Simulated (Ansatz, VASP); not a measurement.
**Two plane-wave programs on Al5N**

```
Al N
1.0
     4.76482    0.00000    0.00000
    -2.38241    4.12646    0.00000
     0.00000    0.00000    4.48774
Al N
5 1
Direct
  0.31708 0.00000 0.00000
  0.00000 0.31708 0.00000
  0.68292 0.68292 0.00000
  0.33333 0.66667 0.50000
  0.66667 0.33333 0.50000
  0.00000 0.00000 0.50000
```

Alike in both runs: task relaxation of cell and atoms; functional PBE; k mesh 12 × 12 × 8; occupations gaussian, width 0.1 eV; no spin polarisation.

|  | VASP | Ansatz |
| --- | --- | --- |
| version | VASP 6.6.1 | Ansatz 0.2.0 |
| potentials or method | VASP PAW PBE potentials, release 64 (Al, N), cutoff 600 eV | scalar-relativistic, plane waves, PAW |
| valence electrons in the cell | 20 | 20 |

Ansatz gave:

- gap on the k mesh at the Fermi level, each at its own relaxed structure (eV): none
- relaxed volume (Å³/atom): 14.70
- relaxed cell length with the largest relative difference (Å): 4.340

**Question.** What did VASP give for the same quantities?

**Answer.** gap on the k mesh at the Fermi level, each at its own relaxed structure (eV): none; relaxed volume (Å³/atom): 14.70; relaxed cell length with the largest relative difference (Å): 4.327.

A gap of «none» marks a metal or a gap that the smearing closes.

Noted on VASP's run: too few bands were computed for a metal, which touches its energy and stress.
